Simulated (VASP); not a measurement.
The system is SiC.

```
CELL_PARAMETERS angstrom
3.03169 0.00000 0.00000
-1.51584 2.62552 0.00000
0.00000 0.00000 5.06122
ATOMIC_POSITIONS crystal
Si 0.33333 0.66667 0.50049
Si 0.66667 0.33333 0.00049
C 0.33333 0.66667 0.87451
C 0.66667 0.33333 0.37451
```

This cell differs from its parent crystal: epitaxial xy strain -1.4%.

Base run:

* Program: VASP 6.6.1
* Functional: r2SCAN
* Potentials or basis: VASP PAW PBE potentials, release 64 (Si, C)
* Cutoff: 520 eV
* k mesh: 12 × 12 × 6
* Occupations: gaussian, width 0.01 eV
* Spin: no spin polarisation

Its results: band gap on the k mesh 2.48 eV (least direct gap 4.68 eV); pressure 6.1 GPa.

Question: The run is repeated on the same cell with these changes: functional from r2SCAN to PBE; occupations from gaussian, width 0.01 eV to fermi-dirac, width 0.02 eV. What comes out?

Answer: Band gap on the k mesh 2.09 eV (least direct gap 4.16 eV); pressure 9.7 GPa.

Caveats: the cell stands under pressure; the PAW data sets were made with another functional, which shifts forces and pressure a little (at least some runs).

A k mesh can miss the band edges.
